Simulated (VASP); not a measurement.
# B3N2 (R32) in VASP: relaxation of cell and atoms with PBE

Aim: the relaxation of cell and atoms of B3N2 with PBE.

All numbers are computed with VASP 6.6.1; they aren't measurements. Logs are shortened: lines on timing, memory, paths and dates and some standing lists are left out, and cuts for length are marked.

### 1 The cell of the first run

It takes space group R32 (No. 155, trigonal). The conventional cell has a = 4.788 Å, b = 4.788 Å, c = 5.800 Å, α = 90.00°, β = 90.00°, γ = 120.00°. B (site symmetry 2) has 4 N at 1.88 to 1.93 Å and 4 B at 2.05 to 2.07 Å within 2.5 Å. N (site symmetry 3) has 6 B at 1.88 to 1.93 Å within 2.5 Å.

The cell was generated, and may not be a known phase.

### 2 Relaxation of cell and atoms, PBE

Contents of INCAR:

```
SYSTEM = B3N2
ALGO = Normal
EDIFF = 1E-7
EDIFFG = -0.04
ENCUT = 1330
GGA = PE
GGA_COMPAT = .False.
IBRION = 2
ISIF = 3
ISMEAR = 0
LASPH = .True.
LCHARG = .False.
LREAL = .False.
LWAVE = .False.
NELM = 120
NELMIN = 4
NSW = 90
PREC = Accurate
SIGMA = 0.1
```

Contents of KPOINTS:

```
k-points
0
Gamma
  6 6 6
  0 0 0
```

Contents of POSCAR:

```
B3N2
1.0
    2.3941797400      1.3822803200      1.9333846200
   -2.3941797400      1.3822803200      1.9333846200
    0.0000000000     -2.7645606400      1.9333846200
B N
3 2
Direct
    0.0000000000      0.2500000000      0.7500000000
    0.7500000000      0.0000000000      0.2500000000
    0.2500000000      0.7500000000      0.0000000000
    0.2599999900      0.2599999900      0.2599999900
    0.7400000100      0.7400000100      0.7400000100
```

Potentials or basis: VASP PAW PBE potentials, release 64 (B_h, N_h).

Launch:

```bash
$ cat potpaw_PBE.64/B_h/POTCAR potpaw_PBE.64/N_h/POTCAR > POTCAR
$ mpirun -np 1 vasp_std > vasp.out
```

OUTCAR:

```text
SYSTEM = B3N2
   EDIFF = 1E-7
   EDIFFG = -0.04
   ENCUT = 1330
   GGA = PE
   IBRION = 2
   ISIF = 3
   ISMEAR = 0
   LASPH = .True.
   LREAL = .False.
   NELM = 120
   NELMIN = 4
   NSW = 90
   PREC = Accurate

 ion  position               nearest neighbor table
   1  0.000  0.250  0.750-
   2  0.750  0.000  0.250-
   3  0.250  0.750  0.000-
   4  0.260  0.260  0.260-
   5  0.740  0.740  0.740-

  LATTYP: Found a trigonal (rhomboedric) cell.
 ALAT       =     3.3735399211
 COS(alpha) =    -0.0073300527

  Lattice vectors:

 A1 = (   2.3941797400,   1.3822803200,   1.9333846200)
 A2 = (  -2.3941797400,   1.3822803200,   1.9333846200)
 A3 = (   0.0000000000,  -2.7645606400,   1.9333846200)

Analysis of symmetry for initial positions (statically):
=====================================================================
 Subroutine PRICEL returns:
 Original cell was already a primitive cell.

 Routine SETGRP: Setting up the symmetry group for a
 trigonal (rhombohedral) supercell.

 Subroutine GETGRP returns: Found  6 space group operations
 (whereof  6 operations were pure point group operations)
 out of a pool of 12 trial point group operations.

The static configuration has the point symmetry D_3 .

Analysis of symmetry for dynamics (positions and initial velocities):
=====================================================================
 Subroutine PRICEL returns:
 Original cell was already a primitive cell.

 Routine SETGRP: Setting up the symmetry group for a
 trigonal (rhombohedral) supercell.

 Subroutine GETGRP returns: Found  6 space group operations
 (whereof  6 operations were pure point group operations)
 out of a pool of 12 trial point group operations.

The dynamic configuration has the point symmetry D_3 .

 Subroutine INISYM returns: Found  6 space group operations
 (whereof  6 operations are pure point group operations),
 and found     1 'primitive' translations

----------------------------------------------------------------------------------------

                                     Primitive cell

  volume of cell :      38.3904

  direct lattice vectors                    reciprocal lattice vectors
     2.394179740  1.382280320  1.933384620     0.208839792  0.120573710  0.172409220
    -2.394179740  1.382280320  1.933384620    -0.208839792  0.120573710  0.172409220
     0.000000000 -2.764560640  1.933384620     0.000000000 -0.241147420  0.172409220

  length of vectors
     3.373539921  3.373539921  3.373539924     0.296440580  0.296440580  0.296440580

  position of ions in fractional coordinates (direct lattice)
     0.000000000  0.250000000  0.750000000
     0.750000000  0.000000000  0.250000000
     0.250000000  0.750000000  0.000000000
     0.259999990  0.259999990  0.259999990
     0.740000010  0.740000010  0.740000010

  ion indices of the primitive-cell ions
   primitive index   ion index
                 1           1
                 2           2
                 3           3
                 4           4
                 5           5

----------------------------------------------------------------------------------------

 KPOINTS: k-points

Automatic generation of k-mesh.
 Grid dimensions read from file:
 generate k-points for:    6    6    6

 Generating k-lattice:

  Cartesian coordinates                     Fractional coordinates (reciprocal lattice)
     0.034806632  0.020095618  0.028734870     0.166666667  0.000000000 -0.000000000
    -0.034806632  0.020095618  0.028734870     0.000000000  0.166666667 -0.000000000
     0.000000000 -0.040191237  0.028734870    -0.000000000 -0.000000000  0.166666667

  Length of vectors
     0.049406763  0.049406763  0.049406763

  Shift w.r.t. Gamma in fractional coordinates (k-lattice)
     0.000000000  0.000000000  0.000000000

 Subroutine IBZKPT returns following result:
 ===========================================

 Found     32 irreducible k-points:

 Following reciprocal coordinates:
            Coordinates               Weight
  0.000000  0.000000  0.000000      1.000000
  0.166667  0.000000 -0.000000      6.000000
  0.333333 -0.000000 -0.000000      6.000000
  0.500000  0.000000 -0.000000      3.000000
  0.166667  0.166667 -0.000000      6.000000
  0.333333  0.166667  0.000000     12.000000
[... 16 lines left out ...]
  0.500000  0.500000  0.166667      6.000000
 -0.333333  0.500000  0.166667     12.000000
 [... further k-points ...]
   k-points           NKPTS =     32   k-points in BZ     NKDIM =     32   number of bands    NBANDS=     13
   number of dos      NEDOS =    301   number of ions     NIONS =      5
   total plane-waves  NPLWV =  64000
   dimension x,y,z NGX =    40 NGY =   40 NGZ =   40
   dimension x,y,z NGXF=    80 NGYF=   80 NGZF=   80
   ions per type =               3   2
   NGX,Y,Z   is equivalent  to a cutoff of  19.71, 19.71, 19.71 a.u.
   NGXF,Y,Z  is equivalent  to a cutoff of  39.42, 39.42, 39.42 a.u.
 SYSTEM =  B3N2
   PREC   = accura    normal or accurate (medium, high low for compatibility)
   ISTART =      0    job   : 0-new  1-cont  2-samecut
   ICHARG =      2    charge: 1-file 2-atom 10-const
   ISPIN  =      1    spin polarized calculation?
   LNONCOLLINEAR =      F non collinear calculations
   LSORBIT =      F    spin-orbit coupling
   LASPH  =      T    aspherical Exc in radial PAW
   ENCUT  = 1330.0 eV  97.75 Ry    9.89 a.u.  10.03 10.03 10.03*2*pi/ulx,y,z
   NELM   =    120;   NELMIN=  4; NELMDL= -5     # of ELM steps
   EDIFF  = 0.1E-06   stopping-criterion for ELM
   LREAL  =      F    real-space projection
   EDIFFG = -.4E-01   stopping-criterion for IOM
   NSW    =     90    number of steps for IOM
   IBRION =      2    ionic relax: 0-MD 1-quasi-New 2-CG
   NFREE  =      1    steps in history (QN), initial steepest desc. (CG)
   ISIF   =      3    stress and relaxation
   ISYM   =      2    0-nonsym 1-usesym 2-fastsym
   POTIM  = 0.5000    time-step for ionic-motion
   TEBEG  =    0.0;   TEEND  =   0.0 temperature during run
   PSTRESS=    0.0 pullay stress
   NELECT =      19.0000    total number of electrons
   NUPDOWN=      -1.0000    fix difference up-down
   EMIN   =  10.00;   EMAX   =-10.00  energy-range for DOS
   EFERMI =   0.00;   METHOD = LEGACY
   ISMEAR =     0;   SIGMA  =   0.10  broadening in eV -4-tet -1-fermi 0-gaus
   EFERMI_NEDOS =   21; number of points for ismear=-14 and -15
   IALGO  =     38    algorithm
   IMIX   =      4    mixing-type and parameters
     AMIX     =   0.40;   BMIX     =  1.00
     AMIX_MAG =   1.60;   BMIX_MAG =  1.00
  volume/ion in A,a.u.               =       7.68        51.81
  Fermi-wavevector in a.u.,A,eV,Ry     =   1.294947  2.447094 22.815433  1.676887
  Thomas-Fermi vector in A             =   2.426497
   LORBIT       =      0    0 simple, 1 ext, 2 COOP (PROOUT), +10 PAW based schemes
   GGA     = PE    functional components
   LHFCALC =     F    Hartree Fock is set to
   AEXX    =    0.0000 exact exchange contribution
   IVDW    =     0    specifies the selected vdW correction
   LEPSILON=     F    determine dielectric tensor
   LRPA    =     F    only Hartree local field effects (RPA)
 conjugate gradient relaxation of ions
 non-spin polarized calculation
 Gauss-broadening in eV      SIGMA  =   0.10
  energy-cutoff  :     1330.00
  volume of cell :       38.39
 maximum number of plane-waves:      4254
   NGX = 21   NGY = 21   NGZ = 21

--------------------------------------- Ionic step        1  -------------------------------------------

 number of electron      19.0000000 magnetization

 Free energy of the ion-electron system (eV)
  ---------------------------------------------------
  ext. energy  EPLUGINS =         0.00000000
  ---------------------------------------------------
  free energy    TOTEN  =       -28.65546154 eV

  energy without entropy =      -28.64307494  energy(sigma->0) =      -28.64926824

------------------------ aborting loop because EDIFF is reached ----------------------------------------

  FORCE on cell =-STRESS in cart. coord.  units (eV):
  Direction    XX          YY          ZZ          XY          YZ          ZX
  --------------------------------------------------------------------------------------
  -------------------------------------------------------------------------------------
  Total       -8.4896266     -8.4896266     -2.7147382      0.0000000      0.0000000      0.0000000
  in kB     -354.3045946   -354.3045960   -113.2964114      0.0000000      0.0000000      0.0000000
  external PRESSURE =    -273.9685340 kB  Pullay stress =       0.0000000 kB
[... 98 lines left out ...]
  FREE ENERGIE OF THE ION-ELECTRON SYSTEM (eV)
  ---------------------------------------------------
  free  energy   TOTEN  =       -29.9957890738 eV

  energy  without entropy=      -29.9875631736  energy(sigma->0) =      -29.99167612

 E-fermi :  11.6972     XC(G=0): -12.6107

 val. band max:       11.6961881180   @ k =   0.3333   0.3333   0.1667
 cond. band min:      11.7232419698   @ k =   0.3333   0.3333   0.3333
 fundamental gap:      0.0270538517
 Fermi energy:        11.6971653777

 k-point     1 :       0.0000    0.0000    0.0000
  band No.  band energies     occupation
      1     -11.8057      2.00000
      2      -6.8255      2.00000
      3      -0.3710      2.00000
      4      -0.3710      2.00000
      5       3.0837      2.00000
      6       4.2848      2.00000
      7       4.2848      2.00000
      8       6.0071      2.00000
      9       8.8917      2.00000
     10       8.8917      2.00000
     11       8.9192      2.00000
     12      16.7378      0.00000
     13      16.7378      0.00000
[... 356 lines left out ...]
      2      -8.7482      2.00000
      3      -2.2836      2.00000
      4      -1.2206      2.00000
      5       1.0820      2.00000
      6       2.9879      2.00000
      7       4.7147      2.00000
      8       5.3341      2.00000
      9       7.9505      2.00000
     10      13.2567      0.00000
     11      13.9748      0.00000
     12      14.6650      0.00000
     13      15.4998      0.00000

 [... further k-points ...]

[... ionic steps 4 to 23 ...]

--------------------------------------- Ionic step       24  -------------------------------------------

 number of electron      19.0000000 magnetization

------------------------ aborting loop because EDIFF is reached ----------------------------------------
[... 73 lines left out ...]
--------------------------------------- Ionic step       26  -------------------------------------------

 number of electron      19.0000000 magnetization

 Free energy of the ion-electron system (eV)
  ---------------------------------------------------
  ext. energy  EPLUGINS =         0.00000000
  ---------------------------------------------------
  free energy    TOTEN  =       -37.96145059 eV

  energy without entropy =      -37.95809732  energy(sigma->0) =      -37.95977395

 E-fermi :   6.6577     XC(G=0): -10.8734

 val. band max:        6.5100087287   @ k =  -0.1667   0.1667   0.0000
 cond. band min:       6.6773618549   @ k =  -0.1667   0.1667   0.1667
 fundamental gap:      0.1673531262
 Fermi energy:         6.6576676139

 k-point     1 :       0.0000    0.0000    0.0000
  band No.  band energies     occupation
      1     -13.7173      2.00000
      2      -8.6199      2.00000
      3      -3.6443      2.00000
      4      -3.6443      2.00000
      5      -1.5486      2.00000
      6      -0.4177      2.00000
      7      -0.4177      2.00000
      8       0.8465      2.00000
      9       4.5534      2.00000
     10       9.4287      0.00000
     11       9.4287      0.00000
     12      10.5610      0.00000
     13      11.2698      0.00000
[... 400 lines left out ...]
  FREE ENERGIE OF THE ION-ELECTRON SYSTEM (eV)
  ---------------------------------------------------
  free  energy   TOTEN  =       -37.9614505874 eV

  energy  without entropy=      -37.9580973213  energy(sigma->0) =      -37.95977395

 reached required accuracy - stopping structural energy minimisation
```

Wall time 13 min (1 thread of Intel Xeon Platinum 8259CL at 2.50GHz (Skylake/Cascade Lake), shared host); peak memory 0.27 GiB.

Results:

```
Free energy                           : -37.9615 eV
Relaxed volume                        : 8.37 Å³/atom
Relaxed cell                          : a = 3.835 Å, b = 3.835 Å, c = 3.835 Å, α = 62.17°, β = 62.17°, γ = 62.17°
Space group after relaxing (to 0.1 Å) : R32 (No. 155)
Energy gained by relaxing             : 1861.2 meV/atom
Ionic steps                           : 26
Pressure after relaxing               : 0.1 GPa
Largest force after relaxing          : 0.021 eV/Å
Band gap on the k mesh                : zero (an odd number of electrons rules out a gap without spin polarisation)
```

Forces in eV/Å, atoms in the order of the input:
```
B   -0.008  0.013  0.000
B   -0.008 -0.013  0.000
B    0.015  0.000  0.000
N    0.000  0.000 -0.021
N    0.000  0.000  0.021
```

Step by step:
```csv
step,energy change (eV),largest force (eV/Å),pressure (GPa),volume (Å³)
1,0.0000,1.3441,-27.40,38.39
2,-1.2631,1.4004,-1.41,31.51
3,-1.3403,1.5472,10.77,30.00
4,-2.1977,2.7896,31.81,28.58
5,-2.2798,3.7622,45.15,28.02
6,-2.8631,5.2162,49.91,28.46
7,-4.1948,3.2596,68.44,29.60
8,-5.1156,3.3808,54.63,31.49
9,-6.3690,3.8335,33.41,37.03
10,-6.5008,4.0407,28.90,39.23
11,-7.1610,2.1999,4.46,41.08
12,-7.2871,2.2986,-8.52,42.32
13,-7.5250,2.2382,-8.33,42.03
14,-8.1572,2.1733,-7.99,41.15
15,-8.7884,2.5139,-5.45,39.43
16,-8.8033,1.8486,-6.79,39.94
17,-8.8290,1.6498,-6.36,39.73
18,-9.0670,0.7384,12.28,38.46
19,-9.0671,0.7439,12.12,38.47
20,-9.2170,0.5004,6.98,39.71
21,-9.2923,0.3089,0.16,41.58
22,-9.2923,0.2965,0.37,41.52
23,-9.3015,0.0630,-0.95,41.77
24,-9.3031,0.0936,-1.79,41.94
25,-9.3039,0.0523,1.77,41.73
26,-9.3060,0.0205,0.10,41.83
```

Final structure:
```
B N
1.0
     1.98023    1.14329    3.07905
    -1.98023    1.14329    3.07905
     0.00000   -2.28657    3.07905
B N
3 2
Direct
  0.00000 0.27611 0.72389
  0.72389 0.00000 0.27611
  0.27611 0.72389 0.00000
  0.33381 0.33381 0.33381
  0.66619 0.66619 0.66619
```

Caveat: an odd number of electrons without spin polarisation forces a metal; a magnetic or distorted state may lie lower.

The gap in the log of VASP goes by the Fermi energy; the results here count the filled bands.